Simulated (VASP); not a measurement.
# Te6Mo3H (a cell with a defect) in VASP: further runs

The runs below take Te6Mo3H (a cell with a defect) through single point, with PBEsol+D3(BJ).

All numbers are computed with VASP 6.6.1; they aren't measurements. Logs are shortened: lines on timing, memory, paths and dates and some standing lists are left out, and cuts for length are marked.

## Step 1: The cell of the first run

The cell holds a defect, 10 atoms: a = 3.433 Å, b = 3.433 Å, c = 20.770 Å, α = 90.00°, β = 90.00°, γ = 120.00°.

## Step 2: Single point, PBEsol+D3(BJ)

The input, INCAR:

```
SYSTEM = Te6Mo3H
PREC = Accurate
ENCUT = 400
EDIFF = 1E-6
ISMEAR = 0
SIGMA = 0.05
LREAL = .False.
LASPH = .True.
NELM = 120
ALGO = Normal
ISIF = 2
LWAVE = .False.
LCHARG = .True.
GGA = PS
IVDW = 12
LELF = .True.
LVHAR = .True.
NBANDS = 50
GGA_COMPAT = .False.
```

The input, KPOINTS:

```
regular mesh
0
Gamma
  9 9 2
  0 0 0
```

The input, POSCAR:

```
Te6Mo3H
1.0
    3.4334348991      0.0000000000      0.0000000000
   -1.7167174496      2.9734418449      0.0000000000
    0.0000000000      0.0000000000     20.7704276327
Te Mo H
6 3 1
Direct
    0.0000000000      0.0000000000      0.9125759158
    0.3333333333      0.6666666667      0.5917813750
    0.3333333333      0.6666666667      0.2333059430
    0.3333333333      0.6666666667      0.7666940570
    0.3333333333      0.6666666667      0.4082186250
    0.0000000000      0.0000000000      0.0874240842
    0.0000000000      0.0000000000      0.6791506171
    0.0000000000      0.0000000000      0.3208493829
    0.3333333333      0.6666666667      0.0000000000
   -0.4273098515     -0.1511549258      0.8773436355
```

Potentials or basis: VASP PAW PBE potentials, release 64 (Te, Mo_sv, H).

Started as:

```bash
$ cat potpaw_PBE.64/Te/POTCAR potpaw_PBE.64/Mo_sv/POTCAR potpaw_PBE.64/H/POTCAR > POTCAR
$ mpirun -np 1 vasp_std > vasp.out
```

OUTCAR:

```text
SYSTEM = Te6Mo3H
   PREC = Accurate
   ENCUT = 400
   EDIFF = 1E-6
   ISMEAR = 0
   LREAL = .False.
   LASPH = .True.
   NELM = 120
   ISIF = 2
   GGA = PS
   IVDW = 12
 IVDW          = 12

 ion  position               nearest neighbor table
   1  0.000  0.000  0.913-  10 1.48   9 2.69   9 2.69   9 2.69   4 3.62   4 3.62   4 3.62   6 3.63

   2  0.333  0.667  0.592-   7 2.69   7 2.69   7 2.69   4 3.63
   3  0.333  0.667  0.233-   8 2.69   8 2.69   8 2.69   6 3.62   6 3.62   6 3.62   5 3.63
   4  0.333  0.667  0.767-   7 2.69   7 2.69   7 2.69   1 3.62   1 3.62   1 3.62   2 3.63
   5  0.333  0.667  0.408-   8 2.69   8 2.69   8 2.69   3 3.63
   6  0.000  0.000  0.087-   9 2.69   9 2.69   9 2.69   3 3.62   3 3.62   3 3.62   1 3.63
   7  0.000  0.000  0.679-   2 2.69   2 2.69   2 2.69   4 2.69   4 2.69   4 2.69
   8  0.000  0.000  0.321-   5 2.69   5 2.69   5 2.69   3 2.69   3 2.69   3 2.69
   9  0.333  0.667  0.000-   1 2.69   6 2.69   1 2.69   6 2.69   1 2.69   6 2.69
  10  0.573  0.849  0.877-   1 1.48

  LATTYP: Found a hexagonal cell.
 ALAT       =     3.4334348991
 C/A-ratio  =     6.0494601596

  Lattice vectors:

 A1 = (   3.4334348991,   0.0000000000,   0.0000000000)
 A2 = (  -1.7167174496,   2.9734418449,   0.0000000000)
 A3 = (   0.0000000000,   0.0000000000,  20.7704276327)

Analysis of symmetry for initial positions (statically):
=====================================================================
 Subroutine PRICEL returns:
 Original cell was already a primitive cell.

 Routine SETGRP: Setting up the symmetry group for a
 hexagonal supercell.

 Subroutine GETGRP returns: Found  1 space group operations
 (whereof  1 operations were pure point group operations)
 out of a pool of 24 trial point group operations.

The static configuration has the point symmetry C_1 .

Analysis of symmetry for dynamics (positions and initial velocities):
=====================================================================
 Subroutine PRICEL returns:
 Original cell was already a primitive cell.

 Routine SETGRP: Setting up the symmetry group for a
 hexagonal supercell.

 Subroutine GETGRP returns: Found  1 space group operations
 (whereof  1 operations were pure point group operations)
 out of a pool of 24 trial point group operations.

The dynamic configuration has the point symmetry C_1 .

 Subroutine INISYM returns: Found  1 space group operations
 (whereof  1 operations are pure point group operations),
 and found     1 'primitive' translations

----------------------------------------------------------------------------------------

                                     Primitive cell

  volume of cell :     212.0478

  direct lattice vectors                    reciprocal lattice vectors
     3.433434899  0.000000000  0.000000000     0.291253520  0.168155298  0.000000000
    -1.716717450  2.973441845  0.000000000     0.000000000  0.336310596  0.000000000
     0.000000000  0.000000000 20.770427633     0.000000000  0.000000000  0.048145374

  length of vectors
     3.433434899  3.433434899 20.770427633     0.336310596  0.336310596  0.048145374

  position of ions in fractional coordinates (direct lattice)
     0.000000000  0.000000000  0.912575916
     0.333333333  0.666666667  0.591781375
     0.333333333  0.666666667  0.233305943
     0.333333333  0.666666667  0.766694057
     0.333333333  0.666666667  0.408218625
     0.000000000  0.000000000  0.087424084
     0.000000000  0.000000000  0.679150617
     0.000000000  0.000000000  0.320849383
     0.333333333  0.666666667  0.000000000
     0.572690149  0.848845074  0.877343635

  ion indices of the primitive-cell ions
   primitive index   ion index
                 1           1
                 2           2
                 3           3
                 4           4
                 5           5
                 6           6
                 7           7
                 8           8
                 9           9
                10          10

----------------------------------------------------------------------------------------

 KPOINTS: regular mesh

Automatic generation of k-mesh.
 Grid dimensions read from file:
 generate k-points for:    9    9    2

 Generating k-lattice:

  Cartesian coordinates                     Fractional coordinates (reciprocal lattice)
     0.032361502  0.018683922  0.000000000     0.111111111  0.000000000  0.000000000
     0.000000000  0.037367844  0.000000000     0.000000000  0.111111111  0.000000000
     0.000000000  0.000000000  0.024072687     0.000000000  0.000000000  0.500000000

  Length of vectors
     0.037367844  0.037367844  0.024072687

  Shift w.r.t. Gamma in fractional coordinates (k-lattice)
     0.000000000  0.000000000  0.000000000

 Subroutine IBZKPT returns following result:
 ===========================================

 Found     82 irreducible k-points:

 Following reciprocal coordinates:
            Coordinates               Weight
  0.000000  0.000000  0.000000      1.000000
  0.111111  0.000000  0.000000      2.000000
  0.000000  0.111111  0.000000      2.000000
 -0.111111  0.111111  0.000000      2.000000
  0.222222 -0.000000  0.000000      2.000000
  0.000000  0.222222  0.000000      2.000000
[... 16 lines left out ...]
  0.333333  0.111111  0.000000      2.000000
 -0.111111  0.444444  0.000000      2.000000
 [... further k-points ...]
   k-points           NKPTS =     82   k-points in BZ     NKDIM =     82   number of bands    NBANDS=     50
   number of dos      NEDOS =    301   number of ions     NIONS =     10
   total plane-waves  NPLWV =  80640
   dimension x,y,z NGX =    24 NGY =   24 NGZ =  140
   dimension x,y,z NGXF=    48 NGYF=   48 NGZF=  280
   ions per type =               6   3   1
   NGX,Y,Z   is equivalent  to a cutoff of  11.62, 11.62, 11.21 a.u.
   NGXF,Y,Z  is equivalent  to a cutoff of  23.24, 23.24, 22.41 a.u.
 SYSTEM =  Te6Mo3H
   PREC   = accura    normal or accurate (medium, high low for compatibility)
   ISTART =      0    job   : 0-new  1-cont  2-samecut
   ICHARG =      2    charge: 1-file 2-atom 10-const
   ISPIN  =      1    spin polarized calculation?
   LNONCOLLINEAR =      F non collinear calculations
   LSORBIT =      F    spin-orbit coupling
   LASPH  =      T    aspherical Exc in radial PAW
   ENCUT  =  400.0 eV  29.40 Ry    5.42 a.u.   5.60  5.60 33.87*2*pi/ulx,y,z
   NELM   =    120;   NELMIN=  2; NELMDL= -5     # of ELM steps
   EDIFF  = 0.1E-05   stopping-criterion for ELM
   LREAL  =      F    real-space projection
   EDIFFG = 0.1E-04   stopping-criterion for IOM
   NSW    =      0    number of steps for IOM
   IBRION =     -1    ionic relax: 0-MD 1-quasi-New 2-CG
   NFREE  =      0    steps in history (QN), initial steepest desc. (CG)
   ISIF   =      2    stress and relaxation
   ISYM   =      2    0-nonsym 1-usesym 2-fastsym
   POTIM  = 0.5000    time-step for ionic-motion
   TEBEG  =    0.0;   TEEND  =   0.0 temperature during run
   PSTRESS=    0.0 pullay stress
   NELECT =      79.0000    total number of electrons
   NUPDOWN=      -1.0000    fix difference up-down
   EMIN   =  10.00;   EMAX   =-10.00  energy-range for DOS
   EFERMI =   0.00;   METHOD = LEGACY
   ISMEAR =     0;   SIGMA  =   0.05  broadening in eV -4-tet -1-fermi 0-gaus
   EFERMI_NEDOS =   21; number of points for ismear=-14 and -15
   IALGO  =     38    algorithm
   IMIX   =      4    mixing-type and parameters
     AMIX     =   0.40;   BMIX     =  1.00
     AMIX_MAG =   1.60;   BMIX_MAG =  1.00
  volume/ion in A,a.u.               =      21.20       143.10
  Fermi-wavevector in a.u.,A,eV,Ry     =   1.177984  2.226066 18.880066  1.387646
  Thomas-Fermi vector in A             =   2.314321
   LORBIT       =      0    0 simple, 1 ext, 2 COOP (PROOUT), +10 PAW based schemes
   GGA     = PS    functional components
   LHFCALC =     F    Hartree Fock is set to
   AEXX    =    0.0000 exact exchange contribution
   IVDW    =    12    specifies the selected vdW correction
   LEPSILON=     F    determine dielectric tensor
   LRPA    =     F    only Hartree local field effects (RPA)
 non-spin polarized calculation
 Gauss-broadening in eV      SIGMA  =   0.05
  energy-cutoff  :      400.00
  volume of cell :      212.05
 maximum number of plane-waves:      3908
   NGX = 11   NGY = 11   NGZ = 67

 number of electron      78.9999990 magnetization

 Free energy of the ion-electron system (eV)
  ---------------------------------------------------
  ext. energy  EPLUGINS =         0.00000000
  ---------------------------------------------------
  free energy    TOTEN  =       -59.35333028 eV

  energy without entropy =      -59.34905923  energy(sigma->0) =      -59.35119476

 E-fermi :   9.6625     XC(G=0): -10.9114

 val. band max:        9.6310311371   @ k =   0.4444  -0.1111   0.5000
 cond. band min:       9.6628232783   @ k =   0.3333   0.3333   0.0000
 fundamental gap:      0.0317921412
 Fermi energy:         9.6624850798

 k-point     1 :       0.0000    0.0000    0.0000
  band No.  band energies     occupation
      1     -51.6867      2.00000
      2     -51.6423      2.00000
      3     -51.5924      2.00000
      4     -25.9560      2.00000
      5     -25.9559      2.00000
      6     -25.8486      2.00000
[... 42 lines left out ...]
     49      12.5278      0.00000
     50      12.6715      0.00000

 k-point     2 :       0.1111    0.0000    0.0000
  band No.  band energies     occupation
      1     -51.6850      2.00000
      2     -51.6407      2.00000
      3     -51.5908      2.00000
      4     -25.9525      2.00000
      5     -25.9514      2.00000
      6     -25.8441      2.00000
[... 1158 lines left out ...]
 k-point    24 :      -0.1111    0.4444    0.0000
  band No.  band energies     occupation
      1     -51.6738      2.00000
      2     -51.6293      2.00000
      3     -51.5795      2.00000
      4     -25.9319      2.00000
      5     -25.9203      2.00000
      6     -25.8793      2.00000
[... 42 lines left out ...]
     49      11.9790      0.00000
     50      12.2477      0.00000

 [... further k-points ...]

------------------------ aborting loop because EDIFF is reached ----------------------------------------

 Edisp (eV)   -5.04455

 E8    (eV) :    -3.4322

  FORCE on cell =-STRESS in cart. coord.  units (eV):
  Direction    XX          YY          ZZ          XY          YZ          ZX
  --------------------------------------------------------------------------------------
  -------------------------------------------------------------------------------------
  Total       7.05893     2.27988     4.99912     1.47502     0.52921     2.97410
  in kB      53.33543    17.22619    37.77203    11.14489     3.99860    22.47149
  external pressure =       36.11 kB  Pullay stress =        0.00 kB

 VOLUME and BASIS-vectors are now :
 -----------------------------------------------------------------------------
  energy-cutoff  :      400.00
  volume of cell :      212.05
      direct lattice vectors                 reciprocal lattice vectors
     3.433434899  0.000000000  0.000000000     0.291253520  0.168155298  0.000000000
    -1.716717450  2.973441845  0.000000000     0.000000000  0.336310596  0.000000000
     0.000000000  0.000000000 20.770427633     0.000000000  0.000000000  0.048145374

 POSITION                                       TOTAL-FORCE (eV/Angst)
 -----------------------------------------------------------------------------------
      0.00000      0.00000     18.95459         4.626949      1.990924      1.937418
     -0.00000      1.98229     12.29155        -0.011165     -0.005343     -0.090597
     -0.00000      1.98229      4.84586        -0.003081     -0.003196     -0.051679
     -0.00000      1.98229     15.92456        -0.194615     -0.169361     -0.153413
     -0.00000      1.98229      8.47888        -0.000499      0.000286      0.054292
      0.00000      0.00000      1.81584         0.035151     -0.005753      0.032265
      0.00000      0.00000     14.10625         0.003463     -0.026870      0.082020
      0.00000      0.00000      6.66418         0.003823      0.002264     -0.005136
     -0.00000      1.98229      0.00000        -0.416022     -0.561080      1.283823
      0.50907      2.52399     18.22280        -4.044003     -1.221870     -3.088992
 -----------------------------------------------------------------------------------
    total drift:                               -0.000122     -0.000189      0.000443

  FREE ENERGIE OF THE ION-ELECTRON SYSTEM (eV)
  ---------------------------------------------------
  free  energy   TOTEN  =       -64.3978851101 eV

  energy  without entropy=      -64.3936140514  energy(sigma->0) =      -64.39574958
```

It took 14 min on 1 thread of AMD EPYC 7R13 (Zen 3), shared host; peak memory 0.57 GiB.

What came out:

```yaml
Free_energy: -64.3979 eV
Pressure: 3.6 GPa
Largest_force: 5.397 eV/Å
Band_gap_on_the_k_mesh: zero (an odd number of electrons rules out a gap without spin polarisation)
Dispersion_energy_per_atom: -0.504 eV
```

Forces in eV/Å, atoms in the order of the input:
```
Te   4.627  1.991  1.937
Te  -0.011 -0.005 -0.091
Te  -0.003 -0.003 -0.052
Te  -0.195 -0.169 -0.153
Te   0.000  0.000  0.054
Te   0.035 -0.006  0.032
Mo   0.003 -0.027  0.082
Mo   0.004  0.002 -0.005
Mo  -0.416 -0.561  1.284
H   -4.044 -1.222 -3.089
```

Levels at points of the mesh, in eV from the Fermi level:
```csv
k point,band 35,band 36,band 37,band 38,band 39,band 40,band 41,band 42,band 43,band 44
"(0.00, 0.00, 0.00)",-1.55,-1.55,-1.44,-1.07,-0.58,0.32,1.92,2.38,2.41,2.49
"(0.00, 0.00, 0.50)",-1.55,-1.55,-1.32,-1.11,-0.58,0.31,1.92,2.39,2.42,2.47
```

Caveat: the PAW data sets were made with another functional, which shifts forces and pressure a little; spin-orbit coupling is left out, which moves the levels of the heavy elements; an odd number of electrons without spin polarisation forces a metal; a magnetic or distorted state may lie lower.

## Step 3: Single point, PBEsol+D3(BJ)

The input, INCAR:

```
ALGO = Normal
EDIFF = 1E-6
ENCUT = 400
GGA = PS
GGA_COMPAT = F
ISIF = 2
ISMEAR = 0
IVDW = 12
LASPH = T
LCHARG = T
LELF = T
LREAL = F
LVHAR = T
LWAVE = F
NBANDS = 50
NELM = 120
PREC = Accurate
SIGMA = 0.05
```

The input, KPOINTS:

```
k-points
0
Gamma
  9 9 2
```

The input, POSCAR:

```
Te6Mo3H
1.0
    3.4334342720      0.0000000000      0.0000000000
   -1.7167171360      2.9734413017      0.0000000000
    0.0000000000      0.0000000000     20.7704294686
Te Mo H
6 3 1
Direct
    0.0000000000      0.0000000000      0.9125759363
    0.3333333333      0.6666666667      0.5917818730
    0.3333333333      0.6666666667      0.2333053354
    0.3333333333      0.6666666667      0.7666946646
    0.3333333333      0.6666666667      0.4082181270
    0.0000000000      0.0000000000      0.0874240637
    0.0000000000      0.0000000000      0.6791511892
    0.0000000000      0.0000000000      0.3208488108
    0.3333333333      0.6666666667      0.0000000000
    0.2810235033      0.3071784183      0.1690103014
```

Potentials or basis: VASP PAW PBE potentials, release 64 (Te, Mo_sv, H).

Started as:

```bash
$ cat potpaw_PBE.64/Te/POTCAR potpaw_PBE.64/Mo_sv/POTCAR potpaw_PBE.64/H/POTCAR > POTCAR
$ mpirun -np 1 vasp_std > vasp.out
```

Run time: 21 min. Hardware: 1 thread of Oxide Virtual Turin-like, shared host; peak memory 0.56 GiB.

The run converged. Its results:

- Free energy: -65.4566 eV
- Pressure: 1.4 GPa
- Largest force: 1.044 eV/Å
- Band gap on the k mesh: zero (an odd number of electrons rules out a gap without spin polarisation)
- Dispersion energy per atom: -0.504 eV

Forces on the atoms (eV/Å):
```
Te  -0.024 -0.005 -0.142
Te   0.000  0.001 -0.055
Te  -0.129  0.726  0.739
Te   0.002  0.001  0.041
Te  -0.051  0.007  0.167
Te  -0.052 -0.375 -0.426
Mo   0.002 -0.002  0.012
Mo  -0.199  0.001  0.160
Mo  -0.111 -0.083  0.111
H    0.561 -0.271 -0.607
```

Stress tensor (GPa, compression positive):
```
 1.12 -0.16 -0.35
-0.16  0.76  1.48
-0.35  1.48  2.25
```

Levels at points of the mesh, in eV from the Fermi level:
```
           k point  band 37  band 38  band 39  band 40  band 41  band 42  band 43  band 44
(0.00, 0.00, 0.00)    -1.32    -0.95    -0.47     0.75     2.11     2.35     2.41     2.59
(0.00, 0.00, 0.50)    -1.22    -0.97    -0.47     0.75     2.11     2.36     2.41     2.57
```

Caveat: the PAW data sets were made with another functional, which shifts forces and pressure a little; spin-orbit coupling is left out, which moves the levels of the heavy elements; an odd number of electrons without spin polarisation forces a metal; a magnetic or distorted state may lie lower.

(Continued in part 2 of 2.)

The gap in the log of VASP goes by the Fermi energy; the results here count the filled bands.